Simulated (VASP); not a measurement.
# AlGa2 (Fm-3m) in VASP: notebook, part 2 of 2

VASP 6.6.1. Earlier steps stand in the parts before.

## 6. Single point, PBE

This run uses another cell than the first one, of 20.22 Å³/atom.

File INCAR:

```
SYSTEM = AlGa2
PREC     = Accurate       ! precision mode
ENCUT    = 520            ! plane-wave cutoff, eV
EDIFF    = 1E-7           ! SCF threshold, eV
ISMEAR   = 0              ! smearing method
SIGMA    = 0.1            ! smearing width, eV
LREAL    = .FALSE.        ! projectors in reciprocal space
LASPH    = .TRUE.         ! aspherical terms in the spheres
NELM     = 60             ! most SCF steps
ALGO     = Fast           ! electronic algorithm
ISIF     = 2              ! what is computed and relaxed
LWAVE    = .FALSE.        ! write WAVECAR
LCHARG   = .TRUE.         ! write CHGCAR
GGA      = PE             ! functional
LELF     = .TRUE.         ! ELF
LVHAR    = .TRUE.       
NBANDS   = 22             ! bands
```

File KPOINTS:

```
Automatic mesh
0
G
  14 14 14
  0 0 0
```

File POSCAR:

```
AlGa2
1.0
    0.0000000000      3.1186373085      3.1186373085
    3.1186373085      0.0000000000      3.1186373085
    3.1186373085      3.1186373085      0.0000000000
Al Ga
1 2
Direct
    0.0000000000      0.0000000000      0.0000000000
    0.2500000000      0.2500000000      0.2500000000
    0.7500000000      0.7500000000      0.7500000000
```

Potentials or basis: VASP PAW PBE potentials, release 64 (Al, Ga_d).

Launch:

```bash
> cat potpaw_PBE.64/Al/POTCAR potpaw_PBE.64/Ga_d/POTCAR > POTCAR
> mpirun -np 1 vasp_std > vasp.out
```

OUTCAR:

```text
SYSTEM = AlGa2
   PREC = Accurate
   ENCUT = 520
   EDIFF = 1E-7
   ISMEAR = 0
   LREAL = .FALSE.
   LASPH = .TRUE.
   NELM = 60
   ISIF = 2
   GGA = PE

 ion  position               nearest neighbor table
   1  0.000  0.000  0.000-   3 2.70   3 2.70   3 2.70   2 2.70   2 2.70   2 2.70   3 2.70   2 2.70

   2  0.250  0.250  0.250-   1 2.70   1 2.70   1 2.70   1 2.70
   3  0.750  0.750  0.750-   1 2.70   1 2.70   1 2.70   1 2.70

  LATTYP: Found a face centered cubic cell.
 ALAT       =     6.2372746170

  Lattice vectors:

 A1 = (   0.0000000000,   3.1186373085,   3.1186373085)
 A2 = (   3.1186373085,   0.0000000000,   3.1186373085)
 A3 = (   3.1186373085,   3.1186373085,   0.0000000000)

Analysis of symmetry for initial positions (statically):
=====================================================================
 Subroutine PRICEL returns:
 Original cell was already a primitive cell.

 Routine SETGRP: Setting up the symmetry group for a
 face centered cubic supercell.

 Subroutine GETGRP returns: Found 48 space group operations
 (whereof 48 operations were pure point group operations)
 out of a pool of 48 trial point group operations.

[... 165 lines left out ...]

 E-fermi :   5.1031     XC(G=0): -10.0816

 val. band max:        5.0851709633   @ k =  -0.4286   0.3571   0.1429
 cond. band min:       5.1497327443   @ k =  -0.3571   0.1429   0.0000
 fundamental gap:      0.0645617810
 Fermi energy:         5.1030746437

 k-point     1 :       0.0000    0.0000    0.0000
  band No.  band energies     occupation
      1      -9.8153      2.00000
      2      -9.8153      2.00000
      3      -9.7788      2.00000
      4      -9.7788      2.00000
      5      -9.7788      2.00000
      6      -9.6393      2.00000
[... 589 lines left out ...]
     21      11.7980      0.00000
     22      12.4035      0.00000

 [... further k-points ...]

------------------------ aborting loop because EDIFF is reached ----------------------------------------

  FORCE on cell =-STRESS in cart. coord.  units (eV):
  Direction    XX          YY          ZZ          XY          YZ          ZX
  --------------------------------------------------------------------------------------
  -------------------------------------------------------------------------------------
  Total        0.0223368      0.0223368      0.0223368      0.0000000      0.0000000      0.0000000
  in kB        0.5899390      0.5899390      0.5899390      0.0000000      0.0000000      0.0000000
  external PRESSURE =       0.5899390 kB  Pullay stress =       0.0000000 kB

 VOLUME and BASIS-vectors are now :
 -----------------------------------------------------------------------------
  energy-cutoff  :      520.00
  volume of cell :       60.66
      direct lattice vectors                 reciprocal lattice vectors
     0.000000000  3.118637308  3.118637308    -0.160326434  0.160326434  0.160326434
     3.118637308  0.000000000  3.118637308     0.160326434 -0.160326434  0.160326434
     3.118637308  3.118637308  0.000000000     0.160326434  0.160326434 -0.160326434

 POSITION                                       TOTAL-FORCE (eV/Angst)
 -----------------------------------------------------------------------------------
      0.00000      0.00000      0.00000        -0.000000      0.000000     -0.000000
      1.55932      1.55932      1.55932         0.000000      0.000000      0.000000
      4.67796      4.67796      4.67796         0.000000     -0.000000     -0.000000
 -----------------------------------------------------------------------------------
    total drift:                                0.000000      0.000000      0.000000

  FREE ENERGIE OF THE ION-ELECTRON SYSTEM (eV)
  ---------------------------------------------------
  free  energy   TOTEN  =        -9.4135738931 eV

  energy  without entropy=       -9.4094990677  energy(sigma->0) =       -9.41153648
```

OSZICAR:

```text
N       E                     dE             d eps       ncg     rms          rms(c)
DAV:   1     0.162080112776E+03    0.16208E+03   -0.13459E+04  4662   0.202E+03
DAV:   2     0.642563150803E+01   -0.15565E+03   -0.15031E+03  4828   0.409E+02
DAV:   3    -0.912707301872E+01   -0.15553E+02   -0.15414E+02  5374   0.101E+02
DAV:   4    -0.947204076657E+01   -0.34497E+00   -0.34471E+00  5422   0.162E+01
DAV:   5    -0.948380514024E+01   -0.11764E-01   -0.11764E-01  6218   0.277E+00    0.197E+00
RMM:   6    -0.942116707574E+01    0.62638E-01   -0.13093E-01  6389   0.383E+00    0.111E+00
RMM:   7    -0.941366568780E+01    0.75014E-02   -0.42473E-02  6481   0.152E+00    0.309E-01
RMM:   8    -0.941335159212E+01    0.31410E-03   -0.52733E-03  6564   0.790E-01    0.694E-02
RMM:   9    -0.941351599860E+01   -0.16441E-03   -0.94247E-04  7086   0.248E-01    0.399E-02
RMM:  10    -0.941357782873E+01   -0.61830E-04   -0.21379E-04  7150   0.105E-01    0.113E-02
RMM:  11    -0.941357212547E+01    0.57033E-05   -0.47954E-05  7315   0.532E-02    0.273E-03
RMM:  12    -0.941357360516E+01   -0.14797E-05   -0.14405E-05  7740   0.273E-02    0.192E-03
RMM:  13    -0.941357397350E+01   -0.36834E-06   -0.31733E-06  7021   0.150E-02    0.139E-03
RMM:  14    -0.941357387651E+01    0.96997E-07   -0.10328E-06  6465   0.938E-03    0.169E-04
RMM:  15    -0.941357389314E+01   -0.16630E-07   -0.38134E-07  4527   0.492E-03
   1 F= -.94135739E+01 E0= -.94115365E+01  d E =-.407483E-02
```

Wall time 5.6 min (1 thread of AMD EPYC 7R43 (Zen 3), shared host); peak memory 0.25 GiB.

Results:

```yaml
Free_energy: -9.4136 eV
Pressure: 0.1 GPa
Band_gap_on_the_k_mesh: zero (an odd number of electrons rules out a gap without spin polarisation)
```

Levels at points of the mesh, in eV from the Fermi level:
| k point | band 12 | band 13 | band 14 | band 15 | band 16 | band 17 | band 18 | band 19 |
| --- | --- | --- | --- | --- | --- | --- | --- | --- |
| (0.00, 0.00, 0.00) | -0.78 | 0.23 | 0.23 | 0.23 | 1.50 | 1.50 | 1.50 | 3.44 |
| (0.50, 0.00, 0.00) | -7.23 | -0.66 | -0.53 | -0.53 | 1.06 | 1.06 | 2.48 | 8.21 |
| (0.50, 0.50, 0.00) | -6.05 | -4.07 | -2.73 | -2.73 | 0.78 | 6.46 | 6.46 | 8.81 |

## 7. Summary

```tsv
task	cell	k mesh	cutoff (eV)	gap on the mesh (eV)	pressure (GPa)
single point	a = 4.167 Å, angles 60.0°, 3 atoms	6 × 6 × 6	520	none	12.8
single point	a = 4.407 Å, angles 60.0°, 3 atoms	6 × 6 × 6	520	none	0.2
relaxation of cell and atoms	relaxed from a = 4.167 Å, angles 60.0°, 3 atoms	6 × 6 × 6	600	none	0.0
single point	a = 4.410 Å, angles 60.0°, 3 atoms	14 × 14 × 14	520	none	0.1
```

Alike in all rows: level PBE; potentials or basis VASP PAW PBE potentials, release 64 (Al, Ga_d); no spin polarisation; smearing gaussian 0.1 eV.

Caveats: the cell stands under pressure (at least some runs); the volume moved by over 15 % at a fixed basis, so the end points are rough (at least some runs).

Absolute energies hang on the potentials; compare differences alone.
